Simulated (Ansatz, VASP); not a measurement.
**Zn in VASP and in Ansatz**

```xyz
2
Lattice="2.5932 0.0000 0.0000 -1.2966 2.2457 0.0000 0.0000 0.0000 5.0059" Properties=species:S:1:pos:R:3 pbc="T T T"
Zn    0.0000    1.4972    1.2515
Zn    1.2966    0.7486    3.7544
```

Alike in both runs: functional r2SCAN; k mesh 15 × 15 × 8; occupations fermi-dirac, width 0.15 eV; no spin polarisation.

Ansatz relaxed the structure, and its values are those at the end. VASP's run is a single point on that final structure, the one shown.

```csv
,VASP,Ansatz
version,VASP 6.6.1,Ansatz 0.2.0
potentials or method,"VASP PAW PBE potentials, release 64 (Zn), cutoff 520 eV","scalar-relativistic, plane waves, PAW"
valence electrons in the cell,24,24
```

Ansatz gave:

| Item | Value |
| --- | --- |
| gap on the k mesh at the Fermi level (eV) | none |
| pressure (GPa) | 0.0 |

Question: Estimate VASP's values.

Answer: gap on the k mesh at the Fermi level (eV): none; pressure (GPa): 0.5.

VASP's potentials were made for PBE, not for r2SCAN. A gap of «none» marks a metal or a gap that the smearing closes.
